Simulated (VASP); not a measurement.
A run of VASP 6.6.1 is set up as follows.

Contents of INCAR:

```
SYSTEM = TiB2
PREC = Accurate
ENCUT = 600
EDIFF = 1E-7
ISMEAR = -1
SIGMA = 0.05
LREAL = .FALSE.
LASPH = .TRUE.
NELM = 60
ALGO = Normal
ISIF = 3
LWAVE = .FALSE.
LCHARG = .FALSE.
GGA = PS
IBRION = 2
NSW = 80
EDIFFG = -0.02
PSTRESS = 300.0
```

Contents of KPOINTS:

```
Automatic mesh
0
G
  10 10 8
  0 0 0
```

The input POSCAR:

```
TiB2
1.0
    3.0292000000      0.0000000000      0.0000000000
   -1.5146000000      2.6233641531      0.0000000000
    0.0000000000      0.0000000000      3.2284000000
Ti B
1 2
Direct
    0.0000000000      0.0000000000      0.0000000000
    0.6666666667      0.3333333333      0.5000000000
    0.3333333333      0.6666666667      0.5000000000
```

Potentials or basis: VASP PAW PBE potentials, release 64 (Ti_sv, B).

Run with:

```bash
$ cat potpaw_PBE.64/Ti_sv/POTCAR potpaw_PBE.64/B/POTCAR > POTCAR
$ mpirun -np 1 vasp_std > vasp.out
```

Task: Predict the space group after relaxing (to 0.05 Å).

Result: P6/mmm (No. 191).

Task: Predict the relaxed volume.

Result: 7.62 Å³/atom.

Final structure:
```
Ti B
1.0
     2.93505    0.00000    0.00000
    -1.46753    2.54183    0.00000
     0.00000    0.00000    3.06617
Ti B
1 2
Direct
  0.00000 0.00000 0.00000
  0.66667 0.33333 0.50000
  0.33333 0.66667 0.50000
```

Caveat: the cell is relaxed towards a set pressure, so the enthalpy falls and the energy may rise; the PAW data sets were made with another functional, which shifts forces and pressure a little.
